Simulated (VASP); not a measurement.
Here is a VASP 6.6.1 calculation.

POSCAR

```
PbF2
1.0
    0.0000000000      2.9219408158      3.0680378566
    2.9219408158      0.0000000000      3.0680378566
    2.9219408158      2.9219408158      0.0000000000
Pb F
1 2
Direct
    0.0000000000      0.0000000000      0.0000000000
    0.2500000000      0.2500000000      0.2500000000
    0.7500000000      0.7500000000      0.7500000000
```

File INCAR.step1:

```
  PREC = Accurate
  ENCUT = 520
  ISMEAR = 0
  SIGMA = 0.05
  LREAL = F
  LASPH = T
  NELM = 80
  NBANDS = 21
  GGA = PE
  ALGO = Normal
  EDIFF = 1E-4
  LWAVE = T
  LCHARG = F
```

File INCAR.step2:

```
  PREC = Accurate
  ENCUT = 520
  EDIFF = 1E-7
  ISMEAR = 0
  SIGMA = 0.05
  LREAL = F
  LASPH = T
  NELM = 80
  ALGO = Normal
  ISIF = 2
  LWAVE = F
  LCHARG = F
  METAGGA = R2SCAN
  LMIXTAU = T
  NBANDS = 21
  ISTART = 1
```

The input KPOINTS:

```
Automatic mesh
0
Gamma
  8 8 8
```

Potentials or basis: VASP PAW PBE potentials, release 64 (Pb_d, F).

Run with:

```sh
$ cat potpaw_PBE.64/Pb_d/POTCAR potpaw_PBE.64/F/POTCAR > POTCAR
$ cp INCAR.step1 INCAR
$ mpirun -np 1 vasp_std > vasp.out
$ cp INCAR.step2 INCAR
$ mpirun -np 1 vasp_std > vasp.out
```

(1) Predict the band gap on the k mesh.

(2) Estimate the pressure.

## Answers

(1) 4.79 eV, indirect (least direct gap 5.02 eV).

(2) -0.9 GPa.

Caveat: the PAW data sets were made with another functional, which shifts forces and pressure a little; spin-orbit coupling is left out, which moves the levels of the heavy elements.
